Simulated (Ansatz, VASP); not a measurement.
ZrC: VASP beside Ansatz

INCAR

```
SYSTEM = ZrC
PREC     = Accurate       ! precision mode
ENCUT    = 520            ! plane-wave cutoff, eV
EDIFF    = 1E-8           ! SCF threshold, eV
ISMEAR   = -1             ! smearing method
SIGMA    = 0.05           ! smearing width, eV
LREAL    = .False.        ! projectors in reciprocal space
LASPH    = .True.         ! aspherical terms in the spheres
NELM     = 60             ! most SCF steps
ALGO     = Normal         ! electronic algorithm
ISIF     = 2              ! what is computed and relaxed
LWAVE    = .False.        ! write WAVECAR
LCHARG   = .False.        ! write CHGCAR
GGA      = PE             ! functional
LEFG     = .True.       
NBANDS   = 15             ! bands
```

KPOINTS

```
Automatic mesh
0
Gamma
  15 15 15
  0 0 0
```

Contents of POSCAR:

```
ZrC
1.0
    0.0000000000      2.3502100000      2.3502100000
    2.3502100000      0.0000000000      2.3502100000
    2.3502100000      2.3502100000      0.0000000000
Zr C
1 1
Direct
    0.5000000000      0.5000000000      0.5000000000
    0.0000000000      0.0000000000      0.0240697640
```

Input for Ansatz:

```yaml
crystal:
  lattice:
    - [0.0, 2.35021, 2.35021]
    - [2.35021, 0.0, 2.35021]
    - [2.35021, 2.35021, 0.0]
  atoms:
    - { symbol: Zr, position: [0.5, 0.5, 0.5] }
    - { symbol: C, position: [0.0, 0.0, 0.024069764] }
kpoints:
  mp_grid: { grid: [15, 15, 15] }
scf:
  occupations: { method: fermi_dirac, width: 0.05 }
hamiltonian:
  xc: pbe
  pseudopotentials: { kind: all_electron, datasets: crystal }
output:
  forces: true
  stress: true
  eigenvalues: true
  efg: { contact_densities: true }
```

Alike in both runs: task electric field gradients; functional PBE; k mesh 15 × 15 × 15; occupations fermi-dirac, width 0.05 eV; no spin polarisation.

```csv
,VASP,Ansatz
version,VASP 6.6.1,Ansatz 0.2.0
potentials or method,"VASP PAW PBE potentials, release 64 (Zr_sv, C), cutoff 520 eV","all-electron PAW with datasets made for the crystal, scalar-relativistic"
```

|  | VASP | Ansatz | Ansatz less VASP |
| --- | --- | --- | --- |
| pressure (GPa) | 1.9 | 1.7 | -0.18 |
| traceless stress, the component that is largest in VASP (GPa) | -0.59 | -0.58 | +0.003 |
| rms of the force components (eV/Å) | 0.310 | 0.309 | -0.0009 |
| size of Vzz on the site where it differs most (V/Å²) | 1.2 | 1.2 | -0.05 |

Atom by atom the forces differ by 0.001 eV/Å (rms over components). Ansatz ran all-electron here, and VASP with PAW potentials.
